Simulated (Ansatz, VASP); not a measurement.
**One calculation of MgB2, two programs**

```
Mg B
1.0
     3.32896    0.00000    0.00000
     0.00000    3.32896    0.00000
     0.00000    0.00000    7.00392
Mg B
2 4
Direct
  0.00000 0.50000 0.31843
  0.50000 0.00000 0.68157
  0.50000 0.25299 0.09813
  0.50000 0.74701 0.09813
  0.25299 0.50000 0.90187
  0.74701 0.50000 0.90187
```

Alike in both runs: task relaxation of cell and atoms; functional PBE; k mesh 6 × 6 × 4; occupations gaussian, width 0.1 eV; no spin polarisation.

|  | VASP | Ansatz |
| --- | --- | --- |
| version | VASP 6.6.1 | Ansatz 0.2.0 |
| potentials or method | VASP PAW PBE potentials, release 64 (Mg, B), cutoff 600 eV | scalar-relativistic, plane waves, PAW |
| valence electrons in the cell | 16 | 32 |

|  | VASP | Ansatz | Ansatz less VASP |
| --- | --- | --- | --- |
| gap on the k mesh at the Fermi level, each at its own relaxed structure (eV) | none | none | - |
| relaxed volume (Å³/atom) | 12.91 | 12.95 | +0.042 |
| relaxed length of the cell vector where the two differ most in proportion (Å) | 7.055 | 7.075 | +0.0198 |

A gap of «none» marks a metal or a gap that the smearing closes. VASP's potentials hold 16 valence electrons a cell and Ansatz's 32, so a difference there can come from the potentials and not from the codes.
